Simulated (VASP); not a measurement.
# K (P6_3/mmc) in VASP: further runs

K is run at these levels: PBEsol; tasks: single point.

All numbers are computed with VASP 6.6.1; they aren't measurements. Logs are shortened: lines on timing, memory, paths and dates and some standing lists are left out, and cuts for length are marked.

**1. The cell of the first run**

Symmetry: P6_3/mmc, No. 194, hexagonal system. The conventional cell has a = 4.650 Å, b = 4.650 Å, c = 7.604 Å, α = 90.00°, β = 90.00°, γ = 120.00°.

This isn't the form of K at room conditions, which is bcc.

**2. Single point, PBEsol**

Contents of INCAR:

```
PREC = Accurate ; ENCUT = 520
EDIFF = 1E-6 ; ISMEAR = 0
SIGMA = 0.1 ; LREAL = F
LASPH = T ; NELM = 60
ALGO = Fast ; ISIF = 2
LWAVE = F ; LCHARG = T
GGA = PS ; LELF = T
LVHAR = T ; NBANDS = 16
```

Contents of KPOINTS:

```
regular mesh
0
Gamma
  12 12 6
```

Contents of POSCAR:

```
K
1.0
    4.6498041678      0.0000000000      0.0000000000
   -2.3249020839      4.0268485319      0.0000000000
    0.0000000000      0.0000000000      7.6044425476
K
2
Direct
    0.3333333333      0.6666666667      0.2500000000
    0.6666666667      0.3333333333      0.7500000000
```

Potentials or basis: VASP PAW PBE potentials, release 64 (K_sv).

The run is started by

```
$ cat potpaw_PBE.64/K_sv/POTCAR > POTCAR
$ mpirun -np 1 vasp_std > vasp.out
```

OUTCAR:

```text
PREC = Accurate
   ENCUT = 520
   EDIFF = 1E-6
   ISMEAR = 0
   LREAL = F
   LASPH = T
   NELM = 60
   ISIF = 2
   GGA = PS

 ion  position               nearest neighbor table
   1  0.333  0.667  0.250-
   2  0.667  0.333  0.750-

  LATTYP: Found a hexagonal cell.
 ALAT       =     4.6498041678
 C/A-ratio  =     1.6354328641

  Lattice vectors:

 A1 = (   4.6498041678,   0.0000000000,   0.0000000000)
 A2 = (  -2.3249020839,   4.0268485319,   0.0000000000)
 A3 = (   0.0000000000,   0.0000000000,   7.6044425476)

Analysis of symmetry for initial positions (statically):
=====================================================================
 Subroutine PRICEL returns:
 Original cell was already a primitive cell.

 Routine SETGRP: Setting up the symmetry group for a
 hexagonal supercell.

 Subroutine GETGRP returns: Found 24 space group operations
 (whereof 12 operations were pure point group operations)
 out of a pool of 24 trial point group operations.

The static configuration has the point symmetry D_3d.
 The point group associated with its full space group is D_6h.

Analysis of symmetry for dynamics (positions and initial velocities):
=====================================================================
 Subroutine PRICEL returns:
 Original cell was already a primitive cell.

 Routine SETGRP: Setting up the symmetry group for a
 hexagonal supercell.

 Subroutine GETGRP returns: Found 24 space group operations
 (whereof 12 operations were pure point group operations)
 out of a pool of 24 trial point group operations.

The dynamic configuration has the point symmetry D_3d.
 The point group associated with its full space group is D_6h.

 Subroutine INISYM returns: Found 24 space group operations
 (whereof 12 operations are pure point group operations),
 and found     1 'primitive' translations

----------------------------------------------------------------------------------------

                                     Primitive cell

  volume of cell :     142.3860

  direct lattice vectors                    reciprocal lattice vectors
     4.649804168  0.000000000  0.000000000     0.215062821  0.124166577  0.000000000
    -2.324902084  4.026848532  0.000000000     0.000000000  0.248333155  0.000000000
     0.000000000  0.000000000  7.604442548     0.000000000  0.000000000  0.131502078

  length of vectors
     4.649804168  4.649804168  7.604442548     0.248333155  0.248333155  0.131502078

  position of ions in fractional coordinates (direct lattice)
     0.333333333  0.666666667  0.250000000
     0.666666667  0.333333333  0.750000000

  ion indices of the primitive-cell ions
   primitive index   ion index
                 1           1
                 2           2

----------------------------------------------------------------------------------------

 KPOINTS: regular mesh

Automatic generation of k-mesh.
 Grid dimensions read from file:
 generate k-points for:   12   12    6

 Generating k-lattice:

  Cartesian coordinates                     Fractional coordinates (reciprocal lattice)
     0.017921902  0.010347215  0.000000000     0.083333333 -0.000000000  0.000000000
     0.000000000  0.020694430  0.000000000     0.000000000  0.083333333  0.000000000
     0.000000000  0.000000000  0.021917013     0.000000000  0.000000000  0.166666667

  Length of vectors
     0.020694430  0.020694430  0.021917013

  Shift w.r.t. Gamma in fractional coordinates (k-lattice)
     0.000000000  0.000000000  0.000000000

 Subroutine IBZKPT returns following result:
 ===========================================

 Found     76 irreducible k-points:

 Following reciprocal coordinates:
            Coordinates               Weight
  0.000000  0.000000  0.000000      1.000000
  0.083333  0.000000  0.000000      6.000000
  0.166667  0.000000  0.000000      6.000000
  0.250000  0.000000  0.000000      6.000000
  0.333333  0.000000  0.000000      6.000000
  0.416667  0.000000  0.000000      6.000000
[... 16 lines left out ...]
  0.250000  0.000000  0.166667     12.000000
  0.333333  0.000000  0.166667     12.000000
 [... further k-points ...]
   k-points           NKPTS =     76   k-points in BZ     NKDIM =     76   number of bands    NBANDS=     16
   number of dos      NEDOS =    301   number of ions     NIONS =      2
   total plane-waves  NPLWV =  77760
   dimension x,y,z NGX =    36 NGY =   36 NGZ =   60
   dimension x,y,z NGXF=    72 NGYF=   72 NGZF=  120
   ions per type =               2
   NGX,Y,Z   is equivalent  to a cutoff of  12.87, 12.87, 13.12 a.u.
   NGXF,Y,Z  is equivalent  to a cutoff of  25.74, 25.74, 26.23 a.u.
 SYSTEM =  unknown system
   PREC   = accura    normal or accurate (medium, high low for compatibility)
   ISTART =      0    job   : 0-new  1-cont  2-samecut
   ICHARG =      2    charge: 1-file 2-atom 10-const
   ISPIN  =      1    spin polarized calculation?
   LNONCOLLINEAR =      F non collinear calculations
   LSORBIT =      F    spin-orbit coupling
   LASPH  =      T    aspherical Exc in radial PAW
   ENCUT  =  520.0 eV  38.22 Ry    6.18 a.u.   8.65  8.65 14.14*2*pi/ulx,y,z
   NELM   =     60;   NELMIN=  2; NELMDL= -5     # of ELM steps
   EDIFF  = 0.1E-05   stopping-criterion for ELM
   LREAL  =      F    real-space projection
   EDIFFG = 0.1E-04   stopping-criterion for IOM
   NSW    =      0    number of steps for IOM
   IBRION =     -1    ionic relax: 0-MD 1-quasi-New 2-CG
   NFREE  =      0    steps in history (QN), initial steepest desc. (CG)
   ISIF   =      2    stress and relaxation
   ISYM   =      2    0-nonsym 1-usesym 2-fastsym
   POTIM  = 0.5000    time-step for ionic-motion
   TEBEG  =    0.0;   TEEND  =   0.0 temperature during run
   PSTRESS=    0.0 pullay stress
   NELECT =      18.0000    total number of electrons
   NUPDOWN=      -1.0000    fix difference up-down
   EMIN   =  10.00;   EMAX   =-10.00  energy-range for DOS
   EFERMI =   0.00;   METHOD = LEGACY
   ISMEAR =     0;   SIGMA  =   0.10  broadening in eV -4-tet -1-fermi 0-gaus
   EFERMI_NEDOS =   21; number of points for ismear=-14 and -15
   IALGO  =     68    algorithm
   IMIX   =      4    mixing-type and parameters
     AMIX     =   0.40;   BMIX     =  1.00
     AMIX_MAG =   1.60;   BMIX_MAG =  1.00
  volume/ion in A,a.u.               =      71.19       480.43
  Fermi-wavevector in a.u.,A,eV,Ry     =   0.821631  1.552657  9.184976  0.675077
  Thomas-Fermi vector in A             =   1.932823
   LORBIT       =      0    0 simple, 1 ext, 2 COOP (PROOUT), +10 PAW based schemes
   GGA     = PS    functional components
   LHFCALC =     F    Hartree Fock is set to
   AEXX    =    0.0000 exact exchange contribution
   IVDW    =     0    specifies the selected vdW correction
   LEPSILON=     F    determine dielectric tensor
   LRPA    =     F    only Hartree local field effects (RPA)
 non-spin polarized calculation
 RMM-DIIS sequential band-by-band and
 Gauss-broadening in eV      SIGMA  =   0.10
  energy-cutoff  :      520.00
  volume of cell :      142.39
 maximum number of plane-waves:      3863
 NGX is ok and might be reduce to    36
   NGX = 17   NGY = 17   NGZ = 29

 number of electron      18.0000000 magnetization

 Free energy of the ion-electron system (eV)
  ---------------------------------------------------
  ext. energy  EPLUGINS =         0.00000000
  ---------------------------------------------------
  free energy    TOTEN  =        -2.27231681 eV

  energy without entropy =       -2.26482813  energy(sigma->0) =       -2.26857247

 E-fermi :  -0.1182     XC(G=0):  -5.7776

 val. band max:       -0.1407846992   @ k =   0.4167   0.0833   0.1667
 cond. band min:      -0.1144715550   @ k =   0.3333   0.1667   0.3333
 fundamental gap:      0.0263131442
 Fermi energy:        -0.1182169852

 k-point     1 :       0.0000    0.0000    0.0000
  band No.  band energies     occupation
      1     -32.0642      2.00000
      2     -32.0598      2.00000
      3     -15.6482      2.00000
      4     -15.5832      2.00000
      5     -15.5832      2.00000
      6     -15.5728      2.00000
[... 8 lines left out ...]
     15       4.4266      0.00000
     16       4.4279      0.00000

 k-point     2 :       0.0833    0.0000    0.0000
  band No.  band energies     occupation
      1     -32.0640      2.00000
      2     -32.0597      2.00000
      3     -15.6465      2.00000
      4     -15.5871      2.00000
      5     -15.5844      2.00000
      6     -15.5768      2.00000
[... 8 lines left out ...]
     15       4.2983      0.00000
     16       4.5058      0.00000

 k-point     3 :       0.1667    0.0000    0.0000
  band No.  band energies     occupation
      1     -32.0632      2.00000
      2     -32.0593      2.00000
      3     -15.6416      2.00000
      4     -15.5977      2.00000
      5     -15.5877      2.00000
      6     -15.5876      2.00000
[... 8 lines left out ...]
     15       4.2098      0.00000
     16       4.5060      0.00000

 k-point     4 :       0.2500    0.0000    0.0000
  band No.  band energies     occupation
      1     -32.0622      2.00000
      2     -32.0589      2.00000
      3     -15.6344      2.00000
      4     -15.6122      2.00000
      5     -15.6021      2.00000
      6     -15.5921      2.00000
[... 8 lines left out ...]
     15       4.3045      0.00000
     16       4.3682      0.00000
[... 324 lines left out ...]
 k-point    22 :       0.1667    0.0000    0.1667
  band No.  band energies     occupation
      1     -32.0630      2.00000
      2     -32.0596      2.00000
      3     -15.6379      2.00000
      4     -15.5964      2.00000
      5     -15.5907      2.00000
      6     -15.5869      2.00000
[... 8 lines left out ...]
     15       4.1514      0.00000
     16       4.4445      0.00000

 k-point    23 :       0.2500    0.0000    0.1667
  band No.  band energies     occupation
      1     -32.0619      2.00000
      2     -32.0591      2.00000
      3     -15.6331      2.00000
      4     -15.6096      2.00000
      5     -15.6046      2.00000
      6     -15.5912      2.00000
[... 8 lines left out ...]
     15       4.2558      0.00000
     16       4.3896      0.00000

 k-point    24 :       0.3333    0.0000    0.1667
  band No.  band energies     occupation
      1     -32.0609      2.00000
      2     -32.0587      2.00000
      3     -15.6335      2.00000
      4     -15.6206      2.00000
      5     -15.6146      2.00000
      6     -15.5953      2.00000
[... 8 lines left out ...]
     15       4.1263      0.00000
     16       4.5635      0.00000

 [... further k-points ...]
[... 5 lines left out ...]
  --------------------------------------------------------------------------------------
  -------------------------------------------------------------------------------------
  Total       -0.0097850     -0.0097850     -0.0148871      0.0000000     -0.0000000     -0.0000000
  in kB       -0.1101047     -0.1101047     -0.1675150      0.0000000     -0.0000000     -0.0000000
  external PRESSURE =      -0.1292415 kB  Pullay stress =       0.0000000 kB

 VOLUME and BASIS-vectors are now :
 -----------------------------------------------------------------------------
  energy-cutoff  :      520.00
  volume of cell :      142.39
      direct lattice vectors                 reciprocal lattice vectors
     4.649804168  0.000000000  0.000000000     0.215062821  0.124166577  0.000000000
    -2.324902084  4.026848532  0.000000000     0.000000000  0.248333155  0.000000000
     0.000000000  0.000000000  7.604442548     0.000000000  0.000000000  0.131502078

 POSITION                                       TOTAL-FORCE (eV/Angst)
 -----------------------------------------------------------------------------------
     -0.00000      2.68457      1.90111        -0.000000      0.000000     -0.000000
      2.32490      1.34228      5.70333         0.000000      0.000000      0.000000
 -----------------------------------------------------------------------------------
    total drift:                               -0.000000      0.000000     -0.000000

  FREE ENERGIE OF THE ION-ELECTRON SYSTEM (eV)
  ---------------------------------------------------
  free  energy   TOTEN  =        -2.2723168129 eV

  energy  without entropy=       -2.2648281273  energy(sigma->0) =       -2.26857247
```

Run time: 79 s. Hardware: 1 thread of AMD EPYC 9R45 (Zen 5), shared host; peak memory 0.3 GiB.

Results:

```yaml
Free_energy: -2.2723 eV
Pressure: 0.0 GPa
Band_gap_on_the_k_mesh: zero (bands 9 and 10 overlap by 2.68 eV)
```

Caveat: the PAW data sets were made with another functional, which shifts forces and pressure a little.

**3. Single point, PBEsol (equal strain along all axes, cell held: +1.5 %)**

Contents of INCAR:

```
SYSTEM = K
PREC     = Accurate       ! precision mode
ENCUT    = 520            ! plane-wave cutoff, eV
EDIFF    = 1E-6           ! SCF threshold, eV
ISMEAR   = 0              ! smearing method
SIGMA    = 0.1            ! smearing width, eV
LREAL    = .False.        ! projectors in reciprocal space
LASPH    = .True.         ! aspherical terms in the spheres
NELM     = 60             ! most SCF steps
ALGO     = Fast           ! electronic algorithm
ISIF     = 2              ! what is computed and relaxed
LWAVE    = .False.        ! write WAVECAR
LCHARG   = .False.        ! write CHGCAR
GGA      = PS             ! functional
NBANDS   = 16             ! bands
```

Contents of KPOINTS:

```
Automatic mesh
0
Gamma
  12 12 6
  0 0 0
```

Contents of POSCAR:

```
K
1.0
    4.7195512303      0.0000000000      0.0000000000
   -2.3597756151      4.0872512599      0.0000000000
    0.0000000000      0.0000000000      7.7185091858
K
2
Direct
    0.3333333333      0.6666666667      0.2500000000
    0.6666666667      0.3333333333      0.7500000000
```

Potentials or basis: VASP PAW PBE potentials, release 64 (K_sv).

The run is started by

```
$ cat potpaw_PBE.64/K_sv/POTCAR > POTCAR
$ mpirun -np 1 vasp_std > vasp.out
```

Wall time 74 s (1 thread of AMD EPYC 9R45 (Zen 5), shared host); peak memory 0.31 GiB.

The run converged. Its results:

```yaml
Free_energy: -2.2691 eV
Pressure: -0.2 GPa
Band_gap_on_the_k_mesh: zero (bands 9 and 10 overlap by 2.64 eV)
```

Levels at points of the mesh, in eV from the Fermi level:
```
           k point  band 7  band 8  band 9  band 10  band 11  band 12
(0.00, 0.00, 0.00)  -15.49  -15.49   -2.12     0.33     0.56     4.10
(0.50, 0.00, 0.00)  -15.50  -15.50    0.14     0.27     1.67     1.99
(0.00, 0.00, 0.50)  -15.49  -15.49   -1.42    -1.42     2.75     2.75
(0.50, 0.00, 0.50)  -15.50  -15.50    0.64     0.64     0.87     0.87
```

Caveat: the cell differs from its parent crystal (equal strain along all axes, cell held: +1.5 %); the PAW data sets were made with another functional, which shifts forces and pressure a little.

**4. Single point, PBEsol (equal strain along all axes, cell held: +3.0 %)**

Contents of INCAR:

```
PREC = Accurate
ENCUT = 520
EDIFF = 1E-6
ISMEAR = 0
SIGMA = 0.1
LREAL = False
LASPH = True
NELM = 100
ALGO = Fast
ISIF = 2
LWAVE = False
LCHARG = False
GGA = PS
NBANDS = 16
```

Contents of KPOINTS:

```
Automatic mesh
0
Gamma
  12 12 6
```

Contents of POSCAR:

```
K
1.0
    4.7892982928      0.0000000000      0.0000000000
   -2.3946491464      4.1476539879      0.0000000000
    0.0000000000      0.0000000000      7.8325758240
K
2
Direct
    0.3333333333      0.6666666667      0.2500000000
    0.6666666667      0.3333333333      0.7500000000
```

The run is started by

```
$ cat potpaw_PBE.64/K_sv/POTCAR > POTCAR
$ mpirun -np 1 vasp_std > vasp.out
```

Run time: 74 s. Hardware: 1 thread of AMD EPYC 9R45 (Zen 5), shared host; peak memory 0.31 GiB.

It converged, with:

* Free energy: -2.2601 eV
* Pressure: -0.3 GPa
* Band gap on the k mesh: zero (bands 9 and 10 overlap by 2.59 eV)

Levels at points of the mesh, in eV from the Fermi level:
```
           k point  band 7  band 8  band 9  band 10  band 11  band 12
(0.00, 0.00, 0.00)  -15.52  -15.52   -2.06     0.33     0.54     4.05
(0.50, 0.00, 0.00)  -15.53  -15.53    0.14     0.27     1.67     1.98
(0.00, 0.00, 0.50)  -15.53  -15.53   -1.38    -1.38     2.72     2.72
(0.50, 0.00, 0.50)  -15.54  -15.54    0.64     0.64     0.84     0.84
```

Caveat: the cell differs from its parent crystal (equal strain along all axes, cell held: +3.0 %); the PAW data sets were made with another functional, which shifts forces and pressure a little.

**5. Single point, PBEsol (equal strain along all axes, cell held: +4.5 %)**

Contents of INCAR:

```
ALGO = Fast ; EDIFF = 1E-6
ENCUT = 520 ; GGA = PS
ISIF = 2 ; ISMEAR = 0
LASPH = True ; LCHARG = True
LELF = True ; LREAL = False
LVHAR = True ; LWAVE = False
NBANDS = 16 ; NELM = 100
PREC = Accurate ; SIGMA = 0.1
```

Contents of KPOINTS:

```
k-points
0
Gamma
  12 12 6
```

Contents of POSCAR:

```
K
1.0
    4.8590453553      0.0000000000      0.0000000000
   -2.4295226777      4.2080567159      0.0000000000
    0.0000000000      0.0000000000      7.9466424622
K
2
Direct
    0.3333333333      0.6666666667      0.2500000000
    0.6666666667      0.3333333333      0.7500000000
```

The run is started by

```
$ cat potpaw_PBE.64/K_sv/POTCAR > POTCAR
$ mpirun -np 1 vasp_std > vasp.out
```

Run time: 83 s. Hardware: 1 thread of AMD EPYC 9R45 (Zen 5), shared host; peak memory 0.32 GiB.

The run converged. Its results:

```
Free energy            : -2.2459 eV
Pressure               : -0.4 GPa
Band gap on the k mesh : zero (bands 9 and 10 overlap by 2.55 eV)
```

Levels at points of the mesh, in eV from the Fermi level:
```tsv
k point	band 7	band 8	band 9	band 10	band 11	band 12
(0.00, 0.00, 0.00)	-15.56	-15.56	-2.00	0.33	0.53	4.01
(0.50, 0.00, 0.00)	-15.57	-15.56	0.13	0.26	1.67	1.97
(0.00, 0.00, 0.50)	-15.56	-15.56	-1.34	-1.34	2.68	2.68
(0.50, 0.00, 0.50)	-15.57	-15.57	0.64	0.64	0.82	0.82
```

Caveat: the cell differs from its parent crystal (equal strain along all axes, cell held: +4.5 %); the PAW data sets were made with another functional, which shifts forces and pressure a little.

**6. Overview**

| cell | gap on the mesh (eV) | pressure (GPa) |
| --- | --- | --- |
| a = 4.650, b = 4.650, c = 7.604 Å, angles 90.0, 90.0, 120.0°, 2 atoms | none | 0.0 |
| a = 4.720, b = 4.720, c = 7.719 Å, angles 90.0, 90.0, 120.0°, 2 atoms | none | -0.2 |
| a = 4.789, b = 4.789, c = 7.833 Å, angles 90.0, 90.0, 120.0°, 2 atoms | none | -0.3 |
| a = 4.859, b = 4.859, c = 7.947 Å, angles 90.0, 90.0, 120.0°, 2 atoms | none | -0.4 |

Alike in all rows: task single point; level PBEsol; potentials or basis VASP PAW PBE potentials, release 64 (K_sv); no spin polarisation; k mesh 12 × 12 × 6; cutoff (eV) 520; smearing gaussian 0.1 eV.

Caveats: the PAW data sets were made with another functional, which shifts forces and pressure a little.

Absolute energies hang on the potentials; compare differences alone.

The gap in the log of VASP goes by the Fermi energy; the results here count the filled bands.